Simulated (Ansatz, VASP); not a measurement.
# BAs: VASP beside Ansatz

INCAR

```
SYSTEM = BAs
ALGO = Normal
EDIFF = 1E-6
ENCUT = 520
GGA = PE
ISIF = 2
ISMEAR = 0
LASPH = .True.
LCHARG = .False.
LREAL = .False.
LWAVE = .False.
NELM = 60
PREC = Accurate
SIGMA = 0.023
```

KPOINTS

```
k-points
0
Gamma
  10 10 10
  0 0 0
```

The input POSCAR:

```
BAs
1.0
    0.0000000000      2.3885000000      2.3885000000
    2.3885000000      0.0000000000      2.3885000000
    2.3885000000      2.3885000000      0.0000000000
As B
1 1
Direct
    0.7500000000      0.7500000000      0.7500000000
    0.0000000000      0.0000000000      0.0000000000
```

The input input.yaml:

```yaml
crystal:
  lattice:
    - [0.0, 2.3885, 2.3885]
    - [2.3885, 0.0, 2.3885]
    - [2.3885, 2.3885, 0.0]
  atoms:
    - { symbol: As, position: [0.75, 0.75, 0.75] }
    - { symbol: B, position: [0.0, 0.0, 0.0] }
hamiltonian:
  xc: pbe
  pseudopotentials: { kind: paw }
kpoints:
  mp_grid: { grid: [10, 10, 10] }
scf:
  occupations: { method: gaussian, width: 0.023 }
output:
  forces: true
  stress: true
  eigenvalues: true
```

Alike in both runs: task single point; functional PBE; k mesh 10 × 10 × 10; occupations gaussian, width 0.023 eV; no spin polarisation.

|  | VASP | Ansatz |
| --- | --- | --- |
| version | VASP 6.6.1 | Ansatz 0.2.0 |
| potentials or method | VASP PAW PBE potentials, release 64 (As, B) | Ansatz PAW |
| plane-wave cutoff (eV) | 520 | 420 |
| valence electrons in the cell | 8 | 18 |

VASP gave:

| Item | Value |
| --- | --- |
| gap on the k mesh at the Fermi level (eV) | 1.18 |
| least direct gap on the mesh (eV) | 3.28 |
| pressure (GPa) | 3.4 |

Q: What did Ansatz give for the same quantities?

A: gap on the k mesh at the Fermi level (eV): 1.18; least direct gap on the mesh (eV): 3.28; pressure (GPa): 2.8.

VASP's potentials hold 8 valence electrons a cell and Ansatz's 18, so a difference there can come from the potentials and not from the codes.
